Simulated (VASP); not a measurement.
Here is a VASP 6.6.1 calculation.

Contents of INCAR:

```
PREC = Accurate
ENCUT = 600
EDIFF = 1E-6
ISMEAR = 0
SIGMA = 0.1
LREAL = F
LASPH = T
NELM = 80
ALGO = Normal
ISIF = 3
LWAVE = F
LCHARG = F
GGA = PE
IBRION = 2
NSW = 90
EDIFFG = -0.04
```

KPOINTS

```
Automatic mesh
0
Gamma
  6 6 2
```

Contents of POSCAR:

```
MgSi4O8
1.0
    5.2437431400      0.0000000000      0.0000000000
   -2.6218715700      4.5412147700      0.0000000000
    0.0000000000      0.0000000000      8.5629971600
Mg Si O
1 4 8
Direct
    0.0000000000      0.0000000000      0.0000000000
    0.3333333300      0.6666666700      0.6874999900
    0.6666666700      0.3333333300      0.1874999900
    0.6666666700      0.3333333300      0.8125000100
    0.3333333300      0.6666666700      0.3125000100
    0.0712146200      0.5356073100      0.7656294900
    0.4643926900      0.5356073100      0.7656294900
    0.4643926900      0.9287853800      0.7656294900
    0.3333333300      0.6666666700      0.5000000000
    0.6666666700      0.3333333300      0.0000000000
    0.4643926900      0.9287853800      0.2343705100
    0.4643926900      0.5356073100      0.2343705100
    0.0712146200      0.5356073100      0.2343705100
```

Potentials or basis: VASP PAW PBE potentials, release 64 (Mg, Si, O).

Run with:

```console
$ cat potpaw_PBE.64/Mg/POTCAR potpaw_PBE.64/Si/POTCAR potpaw_PBE.64/O/POTCAR > POTCAR
$ mpirun -np 1 vasp_std > vasp.out
```

Q: What does it give for the relaxed volume?

A: 16.23 Å³/atom.

Q: Predict the space group after relaxing (to 0.1 Å).

A: P-6m2 (No. 187).

Q: Estimate the band gap on the k mesh.

A: 1.39 eV (least direct gap 2.21 eV).

Q: Predict the relaxed cell.

A: a = 5.312 Å, b = 5.312 Å, c = 8.632 Å, α = 90.00°, β = 90.00°, γ = 120.00°.

Final structure:
```xyz
13
Lattice="5.3124 0.0000 0.0000 -2.6562 4.6007 0.0000 0.0000 0.0000 8.6316" Properties=species:S:1:pos:R:3 pbc="T T T"
Mg    0.0000    0.0000    0.0000
Si    0.0000    3.0671    5.9307
Si    2.6562    1.5336    1.6331
Si    2.6562    1.5336    6.9985
Si    0.0000    3.0671    2.7009
O     3.9821    2.2991    6.4557
O     1.3303    2.2991    6.4557
O     2.6562    0.0026    6.4557
O     0.0000    3.0671    4.3158
O     2.6562    1.5336    0.0000
O     2.6562    0.0026    2.1759
O     1.3303    2.2991    2.1759
O     3.9821    2.2991    2.1759
```

A k mesh can miss the band edges.
